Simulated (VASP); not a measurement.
## SiO2: electric field gradients with PBE

Crystal: SiO2.

```
Si O
1.0
    -4.45849    4.45849    4.45849
     4.45849   -4.45849    4.45849
     4.45849    4.45849   -4.45849
Si O
6 12
Cartesian
  2.2292 0.0000 4.4585
  0.0000 2.2292 4.4585
  4.4585 0.0000 2.2292
  4.4585 2.2292 0.0000
  2.2292 4.4585 0.0000
  0.0000 4.4585 2.2292
  -1.3121 1.3121 4.5967
  4.3203 1.3121 1.3121
  -1.3121 4.5967 1.3121
  1.3121 -1.3121 4.5967
  4.5967 -1.3121 1.3121
  1.3121 4.3203 1.3121
  1.3121 1.3121 4.3203
  4.5967 1.3121 -1.3121
  1.3121 4.5967 -1.3121
  3.1464 3.1464 -0.1382
  -0.1382 3.1464 3.1464
  3.1464 -0.1382 3.1464
```

* Program: VASP 6.6.1
* Task: electric field gradients
* Functional: PBE
* Potentials or basis: VASP PAW PBE potentials, release 64 (Si, O)
* Cutoff: 520 eV
* k mesh: 4 × 4 × 4
* Occupations: fermi-dirac, width 0.02 eV
* Spin: no spin polarisation
* Dipole correction: no
* Further INCAR settings: LREAL = Auto; ALGO = Normal; EDIFF = 1e-08; NBANDS = 63

```
Pressure               : 3.1 GPa
Largest force          : 0.228 eV/Å
Band gap on the k mesh : 5.58 eV, direct
```

Forces on the atoms (eV/Å):
```
Si   0.000  0.000  0.000
Si   0.000  0.000  0.000
Si   0.000  0.000  0.000
Si   0.000  0.000  0.000
Si   0.000  0.000  0.000
Si   0.000  0.000  0.000
O   -0.144  0.144  0.102
O   -0.102  0.144  0.144
O   -0.144  0.102  0.144
O    0.144 -0.144  0.102
O    0.102 -0.144  0.144
O    0.144 -0.102  0.144
O    0.144  0.144 -0.102
O    0.102  0.144 -0.144
O    0.144  0.102 -0.144
O   -0.144 -0.144 -0.102
O   -0.102 -0.144 -0.144
O   -0.144 -0.102 -0.144
```

Levels at points of the mesh, in eV from the valence-band top:
| k point | band 46 | band 47 | band 48 | band 49 | band 50 | band 51 |
| --- | --- | --- | --- | --- | --- | --- |
| (0.00, 0.00, 0.00) | -0.40 | -0.40 | 0.00 | 5.58 | 8.70 | 8.71 |
| (0.50, 0.00, 0.00) | -0.36 | -0.36 | -0.09 | 6.77 | 6.91 | 8.41 |
| (0.50, 0.50, 0.50) | -0.08 | -0.08 | -0.08 | 7.51 | 7.64 | 7.64 |

Electric field gradients, principal values (V/Å²):
```tsv
atom	least	middle	greatest (by size)
1 Si	3.889	3.889	-7.778
2 Si	3.889	3.889	-7.778
3 Si	3.889	3.889	-7.778
4 Si	3.889	3.889	-7.778
5 Si	3.889	3.889	-7.778
6 Si	3.889	3.889	-7.778
7 O	-43.193	-50.388	93.581
8 O	-43.193	-50.387	93.580
9 O	-43.193	-50.388	93.581
10 O	-43.193	-50.388	93.581
11 O	-43.193	-50.388	93.581
12 O	-43.193	-50.387	93.580
13 O	-43.193	-50.387	93.580
14 O	-43.193	-50.388	93.581
15 O	-43.193	-50.388	93.581
16 O	-43.196	-50.386	93.582
17 O	-43.196	-50.386	93.582
18 O	-43.196	-50.386	93.582
```

Wall time 5.2 min on 1 thread of Intel Xeon 6975P-C, on a shared host, peak memory 0.51 GiB.

Caveat: without QUAD_EFG the Cq values of the log hold for a quadrupole moment of 1 mb, not for the nuclei. A k mesh can miss the band edges.
